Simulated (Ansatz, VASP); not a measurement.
**CuSn4: VASP beside Ansatz**

INCAR

```
PREC = Accurate ; ENCUT = 520
EDIFF = 1E-7 ; ISMEAR = 0
SIGMA = 0.1 ; LREAL = F
LASPH = T ; NELM = 80
ALGO = Fast ; ISIF = 2
LWAVE = F ; LCHARG = F
GGA = PE ; NBANDS = 42
```

KPOINTS

```
regular mesh
0
Gamma
  4 4 4
```

The input POSCAR:

```
CuSn4
1.0
   -3.3256688100      3.3256688100      3.3256688100
    3.3256688100     -3.3256688100      3.3256688100
    3.3256688100      3.3256688100     -3.3256688100
Cu Sn
1 4
Direct
    0.0000000000      0.0000000000      0.0000000000
    0.5000000000      0.5000000000      0.5000000000
    0.0000000000      0.0000000000      0.5000000000
    0.0000000000      0.5000000000      0.0000000000
    0.5000000000      0.0000000000      0.0000000000
```

Input for Ansatz:

```yaml
crystal:
  lattice:
    - [-3.32566881, 3.32566881, 3.32566881]
    - [3.32566881, -3.32566881, 3.32566881]
    - [3.32566881, 3.32566881, -3.32566881]
  atoms:
    - { symbol: Cu, position: [0.0, 0.0, 0.0] }
    - { symbol: Sn, position: [0.5, 0.5, 0.5] }
    - { symbol: Sn, position: [0.0, 0.0, 0.5] }
    - { symbol: Sn, position: [0.0, 0.5, 0.0] }
    - { symbol: Sn, position: [0.5, 0.0, 0.0] }
basis:
  ecutwfc: 420
kpoints:
  mp_grid: { grid: [4, 4, 4] }
hamiltonian:
  xc: pbe
scf:
  occupations: { method: gaussian, width: 0.1 }
  lower_state_search: "off"
output:
  forces: true
  stress: true
  eigenvalues: true
```

Alike in both runs: task single point; functional PBE; k mesh 4 × 4 × 4; occupations gaussian, width 0.1 eV; no spin polarisation.

|  | VASP | Ansatz |
| --- | --- | --- |
| version | VASP 6.6.1 | Ansatz 0.2.0 |
| potentials or method | VASP PAW PBE potentials, release 64 (Cu, Sn_d), cutoff 520 eV | scalar-relativistic, plane waves, PAW |
| valence electrons in the cell | 67 | 75 |

|  | VASP | Ansatz | Ansatz less VASP |
| --- | --- | --- | --- |
| gap on the k mesh at the Fermi level (eV) | none | none | - |
| pressure (GPa) | -4.2 | -4.2 | 0.00 |

A gap of «none» marks a metal or a gap that the smearing closes. The functional is the same, so the differences come from potentials, cutoffs and numerics. VASP's potentials hold 67 valence electrons a cell and Ansatz's 75, so a difference there can come from the potentials and not from the codes.
